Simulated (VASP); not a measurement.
## CoO: single point with PBEsol+D3(BJ)

CoO:

```
Co O
1.0
     0.00000    2.12599    2.12599
     2.12599    0.00000    2.12599
     2.12599    2.12599    0.00000
Co O
1 1
Direct
  0.00000 0.00000 0.00000
  0.50000 0.50000 0.50000
```

* Program: VASP 6.6.1
* Task: single point
* Functional: PBEsol
* Dispersion: D3(BJ)
* Potentials or basis: VASP PAW PBE potentials, release 64 (Co, O)
* Cutoff: 520 eV
* k mesh: 11 × 11 × 11
* Occupations: fermi-dirac, width 0.05 eV
* Spin: collinear spin, ferromagnetic start
* Starting moments: [2.0, 0.0] μB

```yaml
Pressure: -0.9 GPa
Net_moment: 2.92 μB per cell
Site_moments: Co +2.55; O +0.31 μB
Valence_electrons_inside_the_program's_atomic_spheres: Co 7.81; O 4.95
Dispersion_energy_per_atom: -0.217 eV
```

Levels at points of the mesh, in eV from the Fermi level:
Spin up:
```
           k point  band 6  band 7  band 8  band 9  band 10  band 11  band 12  band 13
(0.00, 0.00, 0.00)   -3.25   -3.14   -3.14   -3.14     0.87    16.58    17.95    17.95
```
Spin down:
| k point | band 4 | band 5 | band 6 | band 7 | band 8 | band 9 |
| --- | --- | --- | --- | --- | --- | --- |
| (0.00, 0.00, 0.00) | -2.64 | -1.12 | -1.12 | -1.12 | -0.14 | -0.14 |

Run time: 62 s on 1 thread of Intel Xeon 8259CL (shared host), peak memory 0.18 GiB.

Caveat: the PAW data sets were made with another functional, which shifts forces and pressure a little; a cell with one magnetic atom can't hold antiferromagnetic order, which such compounds often take; semilocal functionals often make such compounds metallic where correlation or magnetic order opens a gap, which also shifts bond lengths. With open d or f shells a metallic result of PBEsol can be an artefact of self-interaction; +U or a hybrid may open a gap.
